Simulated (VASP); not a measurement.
# CdGeAs2 in VASP: notebook

The runs below take CdGeAs2 through single point, relaxation of cell and atoms, with PBEsol.

Program: VASP 6.6.1. These are calculated values, not measurements. Logs are shortened: lines on timing, memory, paths and dates and some standing lists are left out, and cuts for length are marked.

**1. The cell of the first run**

The structure is tetragonal, space group P-4m2 (No. 115). Conventional cell: a = 4.079 Å, b = 4.079 Å, c = 6.040 Å, α = 90.00°, β = 90.00°, γ = 90.00°. Cd (site symmetry -4m2) has 4 As at 2.59 Å within 3.4 Å. As (site symmetry 2mm) has 2 Ge at 2.49 Å and 2 Cd at 2.59 Å within 3.3 Å. Within 3.3 Å of Ge (site symmetry -4m2) lie 4 As at 2.49 Å.

**2. Single point, PBEsol**

Input file INCAR:

```
ALGO = Normal
EDIFF = 1E-6
ENCUT = 520
GGA = PS
ISIF = 2
ISMEAR = -1
LASPH = T
LCHARG = F
LREAL = F
LWAVE = F
NBANDS = 26
NELM = 60
PREC = Accurate
SIGMA = 0.03
```

Input file KPOINTS:

```
k-points
0
Gamma
  6 6 4
```

Input file POSCAR:

```
CdGeAs2
1.0
    4.0794145991      0.0000000000      0.0000000000
    0.0000000000      4.0794145991      0.0000000000
    0.0000000000      0.0000000000      6.0401512190
Cd As Ge
1 2 1
Direct
    0.0000000000      0.0000000000      0.0000000000
    0.0000000000      0.5000000000      0.2646295197
    0.5000000000      0.0000000000      0.7353704803
    0.5000000000      0.5000000000      0.5000000000
```

Potentials or basis: VASP PAW PBE potentials, release 64 (Cd, As, Ge_d).

Command:

```bash
$ cat potpaw_PBE.64/Cd/POTCAR potpaw_PBE.64/As/POTCAR potpaw_PBE.64/Ge_d/POTCAR > POTCAR
$ mpirun -np 1 vasp_std > vasp.out
```

OUTCAR:

```text
EDIFF = 1E-6
   ENCUT = 520
   GGA = PS
   ISIF = 2
   ISMEAR = -1
   LASPH = T
   LREAL = F
   NELM = 60
   PREC = Accurate

 ion  position               nearest neighbor table
   1  0.000  0.000  0.000-   2 2.59   3 2.59   2 2.59   3 2.59
   2  0.000  0.500  0.265-   4 2.49   4 2.49   1 2.59   1 2.59
   3  0.500  0.000  0.735-   4 2.49   4 2.49   1 2.59   1 2.59
   4  0.500  0.500  0.500-   2 2.49   3 2.49   3 2.49   2 2.49

  LATTYP: Found a simple tetragonal cell.
 ALAT       =     4.0794145991
 C/A-ratio  =     1.4806416637

  Lattice vectors:

 A1 = (   4.0794145991,   0.0000000000,   0.0000000000)
 A2 = (   0.0000000000,   4.0794145991,   0.0000000000)
 A3 = (   0.0000000000,   0.0000000000,   6.0401512190)

Analysis of symmetry for initial positions (statically):
=====================================================================
 Subroutine PRICEL returns:
 Original cell was already a primitive cell.

 Routine SETGRP: Setting up the symmetry group for a
 simple tetragonal supercell.

 Subroutine GETGRP returns: Found  8 space group operations
 (whereof  8 operations were pure point group operations)
 out of a pool of 16 trial point group operations.

The static configuration has the point symmetry D_2d.

Analysis of symmetry for dynamics (positions and initial velocities):
=====================================================================
 Subroutine PRICEL returns:
 Original cell was already a primitive cell.

 Routine SETGRP: Setting up the symmetry group for a
 simple tetragonal supercell.

 Subroutine GETGRP returns: Found  8 space group operations
 (whereof  8 operations were pure point group operations)
 out of a pool of 16 trial point group operations.

The dynamic configuration has the point symmetry D_2d.

 Subroutine INISYM returns: Found  8 space group operations
 (whereof  8 operations are pure point group operations),
 and found     1 'primitive' translations

----------------------------------------------------------------------------------------

                                     Primitive cell

  volume of cell :     100.5179

  direct lattice vectors                    reciprocal lattice vectors
     4.079414599  0.000000000  0.000000000     0.245133211  0.000000000  0.000000000
     0.000000000  4.079414599  0.000000000     0.000000000  0.245133211  0.000000000
     0.000000000  0.000000000  6.040151219     0.000000000  0.000000000  0.165558769

  length of vectors
     4.079414599  4.079414599  6.040151219     0.245133211  0.245133211  0.165558769

  position of ions in fractional coordinates (direct lattice)
     0.000000000  0.000000000  0.000000000
     0.000000000  0.500000000  0.264629520
     0.500000000  0.000000000  0.735370480
     0.500000000  0.500000000  0.500000000

  ion indices of the primitive-cell ions
   primitive index   ion index
                 1           1
                 2           2
                 3           3
                 4           4

----------------------------------------------------------------------------------------

 KPOINTS: k-points

Automatic generation of k-mesh.
 Grid dimensions read from file:
 generate k-points for:    6    6    4

 Generating k-lattice:

  Cartesian coordinates                     Fractional coordinates (reciprocal lattice)
     0.040855535  0.000000000  0.000000000     0.166666667  0.000000000  0.000000000
     0.000000000  0.040855535  0.000000000     0.000000000  0.166666667  0.000000000
     0.000000000  0.000000000  0.041389692     0.000000000  0.000000000  0.250000000

  Length of vectors
     0.040855535  0.040855535  0.041389692

  Shift w.r.t. Gamma in fractional coordinates (k-lattice)
     0.000000000  0.000000000  0.000000000

 Subroutine IBZKPT returns following result:
 ===========================================

 Found     30 irreducible k-points:

 Following reciprocal coordinates:
            Coordinates               Weight
  0.000000  0.000000  0.000000      1.000000
  0.166667  0.000000  0.000000      4.000000
  0.333333  0.000000  0.000000      4.000000
  0.500000  0.000000  0.000000      2.000000
  0.166667  0.166667  0.000000      4.000000
  0.333333  0.166667  0.000000      8.000000
[... 16 lines left out ...]
  0.333333  0.000000  0.500000      4.000000
  0.500000  0.000000  0.500000      2.000000
 [... further k-points ...]
   k-points           NKPTS =     30   k-points in BZ     NKDIM =     30   number of bands    NBANDS=     26
   number of dos      NEDOS =    301   number of ions     NIONS =      4
   total plane-waves  NPLWV =  43200
   dimension x,y,z NGX =    30 NGY =   30 NGZ =   48
   dimension x,y,z NGXF=    60 NGYF=   60 NGZF=   96
   ions per type =               1   2   1
   NGX,Y,Z   is equivalent  to a cutoff of  12.23, 12.23, 13.21 a.u.
   NGXF,Y,Z  is equivalent  to a cutoff of  24.45, 24.45, 26.42 a.u.
 SYSTEM =  unknown system
   PREC   = accura    normal or accurate (medium, high low for compatibility)
   ISTART =      0    job   : 0-new  1-cont  2-samecut
   ICHARG =      2    charge: 1-file 2-atom 10-const
   ISPIN  =      1    spin polarized calculation?
   LNONCOLLINEAR =      F non collinear calculations
   LSORBIT =      F    spin-orbit coupling
   LASPH  =      T    aspherical Exc in radial PAW
   ENCUT  =  520.0 eV  38.22 Ry    6.18 a.u.   7.59  7.59 11.23*2*pi/ulx,y,z
   NELM   =     60;   NELMIN=  2; NELMDL= -5     # of ELM steps
   EDIFF  = 0.1E-05   stopping-criterion for ELM
   LREAL  =      F    real-space projection
   EDIFFG = 0.1E-04   stopping-criterion for IOM
   NSW    =      0    number of steps for IOM
   IBRION =     -1    ionic relax: 0-MD 1-quasi-New 2-CG
   NFREE  =      0    steps in history (QN), initial steepest desc. (CG)
   ISIF   =      2    stress and relaxation
   ISYM   =      2    0-nonsym 1-usesym 2-fastsym
   POTIM  = 0.5000    time-step for ionic-motion
   TEBEG  =    0.0;   TEEND  =   0.0 temperature during run
   PSTRESS=    0.0 pullay stress
   NELECT =      36.0000    total number of electrons
   NUPDOWN=      -1.0000    fix difference up-down
   EMIN   =  10.00;   EMAX   =-10.00  energy-range for DOS
   EFERMI =   0.00;   METHOD = LEGACY
   ISMEAR =    -1;   SIGMA  =   0.03  broadening in eV -4-tet -1-fermi 0-gaus
   EFERMI_NEDOS =   21; number of points for ismear=-14 and -15
   IALGO  =     38    algorithm
   IMIX   =      4    mixing-type and parameters
     AMIX     =   0.40;   BMIX     =  1.00
     AMIX_MAG =   1.60;   BMIX_MAG =  1.00
  volume/ion in A,a.u.               =      25.13       169.58
  Fermi-wavevector in a.u.,A,eV,Ry     =   1.162593  2.196983 18.389951  1.351623
  Thomas-Fermi vector in A             =   2.299153
   LORBIT       =      0    0 simple, 1 ext, 2 COOP (PROOUT), +10 PAW based schemes
   GGA     = PS    functional components
   LHFCALC =     F    Hartree Fock is set to
   AEXX    =    0.0000 exact exchange contribution
   IVDW    =     0    specifies the selected vdW correction
   LEPSILON=     F    determine dielectric tensor
   LRPA    =     F    only Hartree local field effects (RPA)
 non-spin polarized calculation
  energy-cutoff  :      520.00
  volume of cell :      100.52
 maximum number of plane-waves:      2751
   NGX = 15   NGY = 15   NGZ = 23

 number of electron      35.9999979 magnetization

 Free energy of the ion-electron system (eV)
  ---------------------------------------------------
  ext. energy  EPLUGINS =         0.00000000
  ---------------------------------------------------
  free energy    TOTEN  =       -16.30882229 eV

  energy without entropy =      -16.30588095  energy(sigma->0) =      -16.30735162

 E-fermi :   3.1255     XC(G=0):  -9.5337

 val. band max:        2.9677600925   @ k =   0.3333   0.0000   0.0000
 cond. band min:       3.1511320667   @ k =   0.3333   0.0000   0.2500
 fundamental gap:      0.1833719743
 Fermi energy:         3.1255327496

 k-point     1 :       0.0000    0.0000    0.0000
  band No.  band energies     occupation
      1     -22.0201      2.00000
      2     -22.0201      2.00000
      3     -22.0143      2.00000
      4     -22.0097      2.00000
      5     -21.9842      2.00000
      6      -9.8980      2.00000
[... 18 lines left out ...]
     25      10.1374      0.00000
     26      12.2607      0.00000

 k-point     2 :       0.1667    0.0000    0.0000
  band No.  band energies     occupation
      1     -22.0214      2.00000
      2     -22.0201      2.00000
      3     -22.0128      2.00000
      4     -22.0092      2.00000
      5     -21.9845      2.00000
      6      -9.7262      2.00000
[... 18 lines left out ...]
     25      10.8393      0.00000
     26      11.0856      0.00000

 k-point     3 :       0.3333    0.0000    0.0000
  band No.  band energies     occupation
      1     -22.0233      2.00000
      2     -22.0199      2.00000
      3     -22.0113      2.00000
      4     -22.0071      2.00000
      5     -21.9851      2.00000
      6      -9.2788      2.00000
[... 18 lines left out ...]
     25       9.9217      0.00000
     26      10.3031      0.00000

 k-point     4 :       0.5000    0.0000    0.0000
  band No.  band energies     occupation
      1     -22.0241      2.00000
      2     -22.0199      2.00000
      3     -22.0110      2.00000
      4     -22.0056      2.00000
      5     -21.9855      2.00000
      6      -8.9287      2.00000
[... 18 lines left out ...]
     25       8.7536      0.00000
     26      10.0009      0.00000
[... 496 lines left out ...]
      1     -22.0214      2.00000
      2     -22.0200      2.00000
      3     -22.0128      2.00000
      4     -22.0092      2.00000
      5     -21.9845      2.00000
      6      -9.5276      2.00000
[... 18 lines left out ...]
     25       9.0342      0.00000
     26       9.8039      0.00000

 k-point    23 :       0.3333    0.0000    0.5000
  band No.  band energies     occupation
      1     -22.0233      2.00000
      2     -22.0199      2.00000
      3     -22.0113      2.00000
      4     -22.0071      2.00000
      5     -21.9852      2.00000
      6      -9.1605      2.00000
[... 18 lines left out ...]
     25       9.0787      0.00000
     26      10.0629      0.00000

 k-point    24 :       0.5000    0.0000    0.5000
  band No.  band energies     occupation
      1     -22.0242      2.00000
      2     -22.0199      2.00000
      3     -22.0110      2.00000
      4     -22.0056      2.00000
      5     -21.9855      2.00000
      6      -8.9206      2.00000
[... 18 lines left out ...]
     25      10.1064      0.00000
     26      10.3363      0.00000

 [... further k-points ...]

------------------------ aborting loop because EDIFF is reached ----------------------------------------

  FORCE on cell =-STRESS in cart. coord.  units (eV):
  Direction    XX          YY          ZZ          XY          YZ          ZX
  --------------------------------------------------------------------------------------
  -------------------------------------------------------------------------------------
  Total        0.1544590      0.1544590      0.1554276      0.0000000      0.0000000      0.0000000
  in kB        2.4619555      2.4619555      2.4773951      0.0000000      0.0000000      0.0000000
  external PRESSURE =       2.4671020 kB  Pullay stress =       0.0000000 kB

 VOLUME and BASIS-vectors are now :
 -----------------------------------------------------------------------------
  energy-cutoff  :      520.00
  volume of cell :      100.52
      direct lattice vectors                 reciprocal lattice vectors
     4.079414599  0.000000000  0.000000000     0.245133211  0.000000000  0.000000000
     0.000000000  4.079414599  0.000000000     0.000000000  0.245133211  0.000000000
     0.000000000  0.000000000  6.040151219     0.000000000  0.000000000  0.165558769

 POSITION                                       TOTAL-FORCE (eV/Angst)
 -----------------------------------------------------------------------------------
      0.00000      0.00000      0.00000         0.000000      0.000000      0.000000
      0.00000      2.03971      1.59840         0.000000      0.000000      0.014020
      2.03971      0.00000      4.44175        -0.000000      0.000000     -0.014020
      2.03971      2.03971      3.02008         0.000000     -0.000000      0.000000
 -----------------------------------------------------------------------------------
    total drift:                                0.000000      0.000000      0.000000

  FREE ENERGIE OF THE ION-ELECTRON SYSTEM (eV)
  ---------------------------------------------------
  free  energy   TOTEN  =       -16.3088222946 eV

  energy  without entropy=      -16.3058809508  energy(sigma->0) =      -16.30735162
```

It took 2.1 min on 1 thread of Intel Xeon 8259CL, shared host; peak memory 0.25 GiB.

What came out:

* Free energy: -16.3088 eV
* Pressure: 0.2 GPa
* Largest force: 0.014 eV/Å
* Band gap on the k mesh: zero (bands 18 and 19 overlap by 0.34 eV)

Forces in eV/Å, atoms in the order of the input:
```
Cd   0.000  0.000  0.000
As   0.000  0.000  0.014
As   0.000  0.000 -0.014
Ge   0.000  0.000  0.000
```

Caveat: semilocal functionals underestimate gaps, and a narrow one can read as zero; the PAW data sets were made with another functional, which shifts forces and pressure a little.

[end of part 1 of 2]

The gap in the log of VASP goes by the Fermi energy; the results here count the filled bands.